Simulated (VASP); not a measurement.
Input of a VASP 6.6.1 run:

The input POSCAR:

```
MgO
1.0
    0.0000000000      4.2162260000      4.2162260000
    4.2162260000      0.0000000000      4.2162260000
    6.3243400000      6.3243400000      0.0000000000
Mg O
12 12
Direct
    0.0015981117      0.0009608119      0.0001073630
   -0.0004819476     -0.0114187427      0.3383796570
    0.0040265868      0.0085325123      0.6616758429
   -0.0168264225      0.5110387821     -0.0012012321
    0.0027639647      0.4924661297      0.3374933195
   -0.0043831853      0.5101594412      0.6698261795
    0.5152469294      0.0087007907     -0.0114566105
    0.4961508230     -0.0012387856      0.3323406079
    0.4996084176     -0.0084113138      0.6728272041
    0.5002983711      0.4979327484     -0.0015687012
    0.4992379441      0.5107292636      0.3299914299
    0.4885147286      0.5050892670      0.6696873508
    0.2439930877      0.2561077134      0.1681919378
    0.2583159679      0.2375260482      0.4944606868
    0.2540022760      0.2432120574      0.8339885269
    0.2466541167      0.7564538760      0.1709132494
    0.2569588300      0.7422283578      0.5024245218
    0.2503796049      0.7518361207      0.8236549585
    0.7414992697      0.2505018706      0.1660782785
    0.7570612913      0.2417772434      0.5014199901
    0.7652751537      0.2450957325      0.8346371321
    0.7444727821      0.7570140927      0.1601718915
    0.7502286405      0.7460621181      0.5046487855
    0.7412619722      0.7539036095      0.8351045326
```

INCAR.step1

```
SYSTEM = MgO
ALGO     = Normal         ! electronic algorithm
EDIFF    = 1E-4           ! SCF threshold, eV
ENCUT    = 520            ! plane-wave cutoff, eV
GGA      = PE             ! functional
ISMEAR   = -1             ! smearing method
LASPH    = .True.         ! aspherical terms in the spheres
LCHARG   = .False.        ! write CHGCAR
LREAL    = Auto         
LWAVE    = .True.         ! write WAVECAR
NBANDS   = 66             ! bands
NELM     = 80             ! most SCF steps
PREC     = Accurate       ! precision mode
SIGMA    = 0.02           ! smearing width, eV
```

Contents of INCAR.step2:

```
SYSTEM = MgO
ALGO     = Normal         ! electronic algorithm
EDIFF    = 1E-7           ! SCF threshold, eV
ENCUT    = 520            ! plane-wave cutoff, eV
ISIF     = 2              ! what is computed and relaxed
ISMEAR   = -1             ! smearing method
ISTART   = 1            
LASPH    = .True.         ! aspherical terms in the spheres
LCHARG   = .False.        ! write CHGCAR
LMIXTAU  = .True.       
LREAL    = Auto         
LWAVE    = .False.        ! write WAVECAR
METAGGA  = R2SCAN         ! meta-GGA
NBANDS   = 66             ! bands
NELM     = 80             ! most SCF steps
PREC     = Accurate       ! precision mode
SIGMA    = 0.02           ! smearing width, eV
```

KPOINTS

```
k-points
0
Gamma
  4 4 2
  0 0 0
```

Potentials or basis: VASP PAW PBE potentials, release 64 (Mg, O).

Launch:

```sh
$ cat potpaw_PBE.64/Mg/POTCAR potpaw_PBE.64/O/POTCAR > POTCAR
$ cp INCAR.step1 INCAR
$ mpirun -np 1 vasp_std > vasp.out
$ cp INCAR.step2 INCAR
$ mpirun -np 1 vasp_std > vasp.out
```

(1) Estimate the band gap on the k mesh.

(2) Estimate the pressure.

Answers

(1) 5.46 eV.

(2) -1.6 GPa.

Caveat: the k points lie up to 0.43 Å⁻¹ apart; the atoms stand as in a frame of molecular dynamics; the PAW data sets were made with another functional, which shifts forces and pressure a little.
